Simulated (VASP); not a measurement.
# HgTe (F-43m) in VASP: notebook

HgTe is run at these levels: PBE; tasks: single point.

All numbers are computed with VASP 6.6.1; they aren't measurements. Logs are shortened: lines on timing, memory, paths and dates and some standing lists are left out, and cuts for length are marked.

## (1) The cell of the first run

Symmetry: F-43m, No. 216, cubic system. The conventional cell has a = 6.468 Å, b = 6.468 Å, c = 6.468 Å, α = 90.00°, β = 90.00°, γ = 90.00°. Hg (site symmetry -43m) has 4 Te at 2.80 Å within 3.7 Å. Within 3.7 Å of Te (site symmetry -43m) lie 4 Hg at 2.80 Å.

## (2) Single point, PBE

Contents of INCAR:

```
SYSTEM = HgTe
ALGO     = Normal         ! electronic algorithm
EDIFF    = 1E-6           ! SCF threshold, eV
ENCUT    = 520            ! plane-wave cutoff, eV
GGA      = PE             ! functional
ISIF     = 2              ! what is computed and relaxed
ISMEAR   = 0              ! smearing method
LASPH    = .TRUE.         ! aspherical terms in the spheres
LCHARG   = .FALSE.        ! write CHGCAR
LREAL    = .FALSE.        ! projectors in reciprocal space
LWAVE    = .FALSE.        ! write WAVECAR
NBANDS   = 16             ! bands
NELM     = 80             ! most SCF steps
PREC     = Accurate       ! precision mode
SIGMA    = 0.05           ! smearing width, eV
```

Contents of KPOINTS:

```
k-points
0
G
  10 10 10
  0 0 0
```

Contents of POSCAR:

```
HgTe
1.0
    0.0000000000      3.2342082585      3.2342082585
    3.2342082585      0.0000000000      3.2342082585
    3.2342082585      3.2342082585      0.0000000000
Hg Te
1 1
Direct
    0.0000000000      0.0000000000      0.0000000000
    0.2500000000      0.2500000000      0.2500000000
```

Potentials or basis: VASP PAW PBE potentials, release 64 (Hg, Te).

Run with:

```bash
cat potpaw_PBE.64/Hg/POTCAR potpaw_PBE.64/Te/POTCAR > POTCAR
mpirun -np 1 vasp_std > vasp.out
```

OUTCAR:

```text
SYSTEM = HgTe
   EDIFF = 1E-6
   ENCUT = 520
   GGA = PE
   ISIF = 2
   ISMEAR = 0
   LASPH = .TRUE.
   LREAL = .FALSE.
   NELM = 80
   PREC = Accurate

 ion  position               nearest neighbor table
   1  0.000  0.000  0.000-   2 2.80   2 2.80   2 2.80   2 2.80
   2  0.250  0.250  0.250-   1 2.80   1 2.80   1 2.80   1 2.80

  LATTYP: Found a face centered cubic cell.
 ALAT       =     6.4684165170

  Lattice vectors:

 A1 = (   0.0000000000,   3.2342082585,   3.2342082585)
 A2 = (   3.2342082585,   0.0000000000,   3.2342082585)
 A3 = (   3.2342082585,   3.2342082585,   0.0000000000)

Analysis of symmetry for initial positions (statically):
=====================================================================
 Subroutine PRICEL returns:
 Original cell was already a primitive cell.

 Routine SETGRP: Setting up the symmetry group for a
 face centered cubic supercell.

 Subroutine GETGRP returns: Found 24 space group operations
 (whereof 24 operations were pure point group operations)
 out of a pool of 48 trial point group operations.

The static configuration has the point symmetry T_d .

Analysis of symmetry for dynamics (positions and initial velocities):
=====================================================================
 Subroutine PRICEL returns:
 Original cell was already a primitive cell.

 Routine SETGRP: Setting up the symmetry group for a
 face centered cubic supercell.

 Subroutine GETGRP returns: Found 24 space group operations
 (whereof 24 operations were pure point group operations)
 out of a pool of 48 trial point group operations.

The dynamic configuration has the point symmetry T_d .

 Subroutine INISYM returns: Found 24 space group operations
 (whereof 24 operations are pure point group operations),
 and found     1 'primitive' translations

----------------------------------------------------------------------------------------

                                     Primitive cell

  volume of cell :      67.6603

  direct lattice vectors                    reciprocal lattice vectors
     0.000000000  3.234208258  3.234208258    -0.154597342  0.154597342  0.154597342
     3.234208258  0.000000000  3.234208258     0.154597342 -0.154597342  0.154597342
     3.234208258  3.234208258  0.000000000     0.154597342  0.154597342 -0.154597342

  length of vectors
     4.573861183  4.573861183  4.573861183     0.267770451  0.267770451  0.267770451

  position of ions in fractional coordinates (direct lattice)
     0.000000000  0.000000000  0.000000000
     0.250000000  0.250000000  0.250000000

  ion indices of the primitive-cell ions
   primitive index   ion index
                 1           1
                 2           2

----------------------------------------------------------------------------------------

 KPOINTS: k-points

Automatic generation of k-mesh.
 Grid dimensions read from file:
 generate k-points for:   10   10   10

 Generating k-lattice:

  Cartesian coordinates                     Fractional coordinates (reciprocal lattice)
    -0.015459734  0.015459734  0.015459734     0.100000000  0.000000000  0.000000000
     0.015459734 -0.015459734  0.015459734     0.000000000  0.100000000  0.000000000
     0.015459734  0.015459734 -0.015459734     0.000000000  0.000000000  0.100000000

  Length of vectors
     0.026777045  0.026777045  0.026777045

  Shift w.r.t. Gamma in fractional coordinates (k-lattice)
     0.000000000  0.000000000  0.000000000

 Subroutine IBZKPT returns following result:
 ===========================================

 Found     47 irreducible k-points:

 Following reciprocal coordinates:
            Coordinates               Weight
  0.000000  0.000000  0.000000      1.000000
  0.100000  0.000000  0.000000      8.000000
  0.200000  0.000000  0.000000      8.000000
  0.300000  0.000000  0.000000      8.000000
  0.400000  0.000000  0.000000      8.000000
  0.500000  0.000000  0.000000      4.000000
[... 16 lines left out ...]
  0.300000  0.300000  0.000000      6.000000
  0.400000  0.300000  0.000000     24.000000
 [... further k-points ...]
   k-points           NKPTS =     47   k-points in BZ     NKDIM =     47   number of bands    NBANDS=     16
   number of dos      NEDOS =    301   number of ions     NIONS =      2
   total plane-waves  NPLWV =  46656
   dimension x,y,z NGX =    36 NGY =   36 NGZ =   36
   dimension x,y,z NGXF=    72 NGYF=   72 NGZF=   72
   ions per type =               1   1
   NGX,Y,Z   is equivalent  to a cutoff of  13.08, 13.08, 13.08 a.u.
   NGXF,Y,Z  is equivalent  to a cutoff of  26.17, 26.17, 26.17 a.u.
 SYSTEM =  HgTe
   PREC   = accura    normal or accurate (medium, high low for compatibility)
   ISTART =      0    job   : 0-new  1-cont  2-samecut
   ICHARG =      2    charge: 1-file 2-atom 10-const
   ISPIN  =      1    spin polarized calculation?
   LNONCOLLINEAR =      F non collinear calculations
   LSORBIT =      F    spin-orbit coupling
   LASPH  =      T    aspherical Exc in radial PAW
   ENCUT  =  520.0 eV  38.22 Ry    6.18 a.u.   8.50  8.50  8.50*2*pi/ulx,y,z
   NELM   =     80;   NELMIN=  2; NELMDL= -5     # of ELM steps
   EDIFF  = 0.1E-05   stopping-criterion for ELM
   LREAL  =      F    real-space projection
   EDIFFG = 0.1E-04   stopping-criterion for IOM
   NSW    =      0    number of steps for IOM
   IBRION =     -1    ionic relax: 0-MD 1-quasi-New 2-CG
   NFREE  =      0    steps in history (QN), initial steepest desc. (CG)
   ISIF   =      2    stress and relaxation
   ISYM   =      2    0-nonsym 1-usesym 2-fastsym
   POTIM  = 0.5000    time-step for ionic-motion
   TEBEG  =    0.0;   TEEND  =   0.0 temperature during run
   PSTRESS=    0.0 pullay stress
   NELECT =      18.0000    total number of electrons
   NUPDOWN=      -1.0000    fix difference up-down
   EMIN   =  10.00;   EMAX   =-10.00  energy-range for DOS
   EFERMI =   0.00;   METHOD = LEGACY
   ISMEAR =     0;   SIGMA  =   0.05  broadening in eV -4-tet -1-fermi 0-gaus
   EFERMI_NEDOS =   21; number of points for ismear=-14 and -15
   IALGO  =     38    algorithm
   IMIX   =      4    mixing-type and parameters
     AMIX     =   0.40;   BMIX     =  1.00
     AMIX_MAG =   1.60;   BMIX_MAG =  1.00
  volume/ion in A,a.u.               =      33.83       228.30
  Fermi-wavevector in a.u.,A,eV,Ry     =   1.052901  1.989695 15.083436  1.108601
  Thomas-Fermi vector in A             =   2.188002
   LORBIT       =      0    0 simple, 1 ext, 2 COOP (PROOUT), +10 PAW based schemes
   GGA     = PE    functional components
   LHFCALC =     F    Hartree Fock is set to
   AEXX    =    0.0000 exact exchange contribution
   IVDW    =     0    specifies the selected vdW correction
   LEPSILON=     F    determine dielectric tensor
   LRPA    =     F    only Hartree local field effects (RPA)
 non-spin polarized calculation
 Gauss-broadening in eV      SIGMA  =   0.05
  energy-cutoff  :      520.00
  volume of cell :       67.66
 maximum number of plane-waves:      1849
 NGX is ok and might be reduce to    36
   NGX = 17   NGY = 17   NGZ = 17

 number of electron      18.0000002 magnetization

 Free energy of the ion-electron system (eV)
  ---------------------------------------------------
  ext. energy  EPLUGINS =         0.00000000
  ---------------------------------------------------
  free energy    TOTEN  =        -3.58833714 eV

  energy without entropy =       -3.58825958  energy(sigma->0) =       -3.58829836

 E-fermi :   3.0905     XC(G=0):  -8.7342

 val. band max:        3.0752564797   @ k =   0.0000   0.0000   0.0000
 cond. band min:       3.6130243781   @ k =   0.1000   0.0000   0.0000
 fundamental gap:      0.5377678984
 Fermi energy:         3.0905410584

 k-point     1 :       0.0000    0.0000    0.0000
  band No.  band energies     occupation
      1      -8.8969      2.00000
      2      -4.2666      2.00000
      3      -4.2666      2.00000
      4      -4.2666      2.00000
      5      -3.7391      2.00000
      6      -3.7391      2.00000
[... 8 lines left out ...]
     15      12.6249      0.00000
     16      12.6249      0.00000

 k-point     2 :       0.1000    0.0000    0.0000
  band No.  band energies     occupation
      1      -8.8472      2.00000
      2      -4.2526      2.00000
      3      -4.2526      2.00000
      4      -4.2490      2.00000
      5      -3.7406      2.00000
      6      -3.7406      2.00000
[... 8 lines left out ...]
     15      11.9623      0.00000
     16      11.9623      0.00000

 k-point     3 :       0.2000    0.0000    0.0000
  band No.  band energies     occupation
      1      -8.7125      2.00000
      2      -4.2176      2.00000
      3      -4.2176      2.00000
      4      -4.1780      2.00000
      5      -3.7419      2.00000
      6      -3.7419      2.00000
[... 8 lines left out ...]
     15      11.5695      0.00000
     16      11.5695      0.00000

 k-point     4 :       0.3000    0.0000    0.0000
  band No.  band energies     occupation
      1      -8.5371      2.00000
      2      -4.1789      2.00000
      3      -4.1789      2.00000
      4      -4.0074      2.00000
      5      -3.7364      2.00000
      6      -3.7364      2.00000
[... 8 lines left out ...]
     15      11.7579      0.00000
     16      11.7579      0.00000

 k-point     5 :       0.4000    0.0000    0.0000
  band No.  band energies     occupation
      1      -8.3873      2.00000
      2      -4.1526      2.00000
      3      -4.1526      2.00000
      4      -3.7247      2.00000
      5      -3.7247      2.00000
      6      -3.6999      2.00000
[... 8 lines left out ...]
     15      12.4830      0.00000
     16      12.4830      0.00000

 k-point     6 :       0.5000    0.0000    0.0000
  band No.  band energies     occupation
      1      -8.3282      2.00000
      2      -4.1440      2.00000
      3      -4.1440      2.00000
      4      -3.7183      2.00000
      5      -3.7183      2.00000
      6      -3.4349      2.00000
[... 8 lines left out ...]
     15      13.1216      0.00000
     16      13.1216      0.00000

 k-point     7 :       0.1000    0.1000    0.0000
  band No.  band energies     occupation
      1      -8.8305      2.00000
      2      -4.2600      2.00000
      3      -4.2396      2.00000
      4      -4.2396      2.00000
      5      -3.7493      2.00000
      6      -3.7332      2.00000
[... 8 lines left out ...]
     15      11.2170      0.00000
     16      12.6745      0.00000

 k-point     8 :       0.2000    0.1000    0.0000
  band No.  band energies     occupation
      1      -8.7238      2.00000
      2      -4.2351      2.00000
      3      -4.2037      2.00000
      4      -4.1920      2.00000
      5      -3.7567      2.00000
      6      -3.7283      2.00000
[... 8 lines left out ...]
     15      11.4130      0.00000
     16      12.3096      0.00000

 k-point     9 :       0.3000    0.1000    0.0000
  band No.  band energies     occupation
      1      -8.5610      2.00000
      2      -4.1919      2.00000
      3      -4.1623      2.00000
      4      -4.0693      2.00000
      5      -3.7522      2.00000
      6      -3.7223      2.00000
[... 8 lines left out ...]
     15      11.7065      0.00000
     16      12.3043      0.00000
[... 172 lines left out ...]
 k-point    19 :       0.5000    0.2000    0.0000
  band No.  band energies     occupation
      1      -8.2628      2.00000
      2      -4.1193      2.00000
      3      -4.0694      2.00000
      4      -3.8201      2.00000
      5      -3.7108      2.00000
      6      -3.4655      2.00000
[... 8 lines left out ...]
     15      13.0281      0.00000
     16      13.2877      0.00000

 k-point    20 :      -0.4000    0.2000    0.0000
  band No.  band energies     occupation
      1      -8.2503      2.00000
      2      -4.1124      2.00000
      3      -4.0807      2.00000
      4      -3.7661      2.00000
      5      -3.7310      2.00000
      6      -3.4045      2.00000
[... 8 lines left out ...]
     15      12.2646      0.00000
     16      12.9683      0.00000

 k-point    21 :      -0.3000    0.2000    0.0000
  band No.  band energies     occupation
      1      -8.3335      2.00000
      2      -4.1176      2.00000
      3      -4.1133      2.00000
      4      -3.8085      2.00000
      5      -3.7530      2.00000
      6      -3.6392      2.00000
[... 8 lines left out ...]
     15      12.2580      0.00000
     16      13.3564      0.00000

 k-point    22 :      -0.2000    0.2000    0.0000
  band No.  band energies     occupation
      1      -8.4760      2.00000
      2      -4.1592      2.00000
      3      -4.1410      2.00000
      4      -3.9967      2.00000
      5      -3.7617      2.00000
      6      -3.7033      2.00000
[... 8 lines left out ...]
     15      12.5297      0.00000
     16      12.8088      0.00000

 k-point    23 :       0.3000    0.3000    0.0000
  band No.  band energies     occupation
      1      -8.4130      2.00000
      2      -4.1548      2.00000
      3      -4.0606      2.00000
      4      -4.0606      2.00000
      5      -3.7383      2.00000
      6      -3.6985      2.00000
[... 8 lines left out ...]
     15      13.0341      0.00000
     16      14.1073      0.00000

 k-point    24 :       0.4000    0.3000    0.0000
  band No.  band energies     occupation
      1      -8.2928      2.00000
      2      -4.1141      2.00000
      3      -4.0172      2.00000
      4      -3.9887      2.00000
      5      -3.6927      2.00000
      6      -3.6420      2.00000
[... 8 lines left out ...]
     15      13.3080      0.00000
     16      14.5318      0.00000

 [... further k-points ...]
[... 5 lines left out ...]
  --------------------------------------------------------------------------------------
  -------------------------------------------------------------------------------------
  Total        1.5237760      1.5237760      1.5237760      0.0000000      0.0000000      0.0000000
  in kB       36.0825967     36.0825967     36.0825967      0.0000000      0.0000000      0.0000000
  external PRESSURE =      36.0825967 kB  Pullay stress =       0.0000000 kB

 VOLUME and BASIS-vectors are now :
 -----------------------------------------------------------------------------
  energy-cutoff  :      520.00
  volume of cell :       67.66
      direct lattice vectors                 reciprocal lattice vectors
     0.000000000  3.234208258  3.234208258    -0.154597342  0.154597342  0.154597342
     3.234208258  0.000000000  3.234208258     0.154597342 -0.154597342  0.154597342
     3.234208258  3.234208258  0.000000000     0.154597342  0.154597342 -0.154597342

 POSITION                                       TOTAL-FORCE (eV/Angst)
 -----------------------------------------------------------------------------------
      0.00000      0.00000      0.00000        -0.000000     -0.000000     -0.000000
      1.61710      1.61710      1.61710         0.000000      0.000000      0.000000
 -----------------------------------------------------------------------------------
    total drift:                               -0.000000     -0.000000     -0.000000

  FREE ENERGIE OF THE ION-ELECTRON SYSTEM (eV)
  ---------------------------------------------------
  free  energy   TOTEN  =        -3.5883371366 eV

  energy  without entropy=       -3.5882595755  energy(sigma->0) =       -3.58829836
```

Wall time 59 s (1 thread of Intel Xeon 8259CL, shared host); peak memory 0.23 GiB.

Results:

```yaml
Free_energy: -3.5883 eV
Pressure: 3.6 GPa
Band_gap_on_the_k_mesh: zero (filled and empty bands touch)
```

Caveat: the cell stands under pressure; semilocal functionals underestimate gaps, and a narrow one can read as zero; spin-orbit coupling is left out, which moves the levels of the heavy elements.

## (3) Single point, PBE (34.63 Å³/atom)

This run uses another cell than the first one, of 34.63 Å³/atom.

Contents of INCAR:

```
SYSTEM = HgTe
  PREC = Accurate
  ENCUT = 520
  EDIFF = 1E-6
  ISMEAR = 0
  SIGMA = 0.05
  LREAL = .False.
  LASPH = .True.
  NELM = 60
  ALGO = Normal
  ISIF = 2
  LWAVE = .False.
  LCHARG = .False.
  GGA = PE
  NBANDS = 16
```

Contents of KPOINTS:

```
regular mesh
0
Gamma
  10 10 10
  0 0 0
```

Contents of POSCAR:

```
HgTe
1.0
    0.0000000000      3.2594588891      3.2594588891
    3.2594588891      0.0000000000      3.2594588891
    3.2594588891      3.2594588891      0.0000000000
Hg Te
1 1
Direct
    0.0000000000      0.0000000000      0.0000000000
    0.2500000000      0.2500000000      0.2500000000
```

Potentials or basis: VASP PAW PBE potentials, release 64 (Hg, Te).

Run with:

```bash
cat potpaw_PBE.64/Hg/POTCAR potpaw_PBE.64/Te/POTCAR > POTCAR
mpirun -np 1 vasp_std > vasp.out
```

Run time: 68 s. Hardware: 1 thread of Intel Xeon 8259CL, shared host; peak memory 0.23 GiB.

Results (log left out):

| Item | Value |
| --- | --- |
| Free energy | -3.6189 eV |
| Pressure | 2.5 GPa |
| Band gap on the k mesh | zero (filled and empty bands touch) |

Levels at points of the mesh, in eV from the Fermi level:
| k point | band 5 | band 6 | band 7 | band 8 | band 9 | band 10 | band 11 | band 12 | band 13 | band 14 |
| --- | --- | --- | --- | --- | --- | --- | --- | --- | --- | --- |
| (0.00, 0.00, 0.00) | -6.72 | -6.72 | -0.80 | -0.02 | -0.02 | -0.02 | 4.26 | 4.26 | 4.26 | 6.48 |
| (0.50, 0.00, 0.00) | -6.70 | -6.43 | -5.34 | -0.95 | -0.95 | 0.69 | 5.04 | 5.04 | 6.85 | 7.83 |
| (0.50, 0.50, 0.00) | -6.66 | -6.30 | -5.31 | -2.18 | -2.18 | 1.89 | 2.54 | 8.11 | 8.74 | 8.74 |

Caveat: semilocal functionals underestimate gaps, and a narrow one can read as zero; spin-orbit coupling is left out, which moves the levels of the heavy elements.

The gap in the log of VASP goes by the Fermi energy; the results here count the filled bands.